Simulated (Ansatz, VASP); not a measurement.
V: VASP beside Ansatz

```xyz
1
Lattice="-1.5007 1.5007 1.5007 1.5007 -1.5007 1.5007 1.5007 1.5007 -1.5007" Properties=species:S:1:pos:R:3 pbc="T T T"
V     0.0000    0.0000    0.0000
```

Alike in both runs: functional PBE; k mesh 10 × 10 × 10; occupations gaussian, width 0.1 eV; no spin polarisation.

Ansatz relaxed the structure, and its values are those at the end. VASP's run is a single point on that final structure, the one shown.

```csv
,VASP,Ansatz
version,VASP 6.6.1,Ansatz 0.2.0
potentials or method,"VASP PAW PBE potentials, release 64 (V_sv), cutoff 500 eV","scalar-relativistic, plane waves, PAW"
valence electrons in the cell,13,13
```

VASP gave:

```
gap on the k mesh at the Fermi level (eV) : none
pressure (GPa)                            : 0.3
```

Problem. What did Ansatz give for the same quantities?

Solution. gap on the k mesh at the Fermi level (eV): none; pressure (GPa): 0.2.

A gap of «none» marks a metal or a gap that the smearing closes.
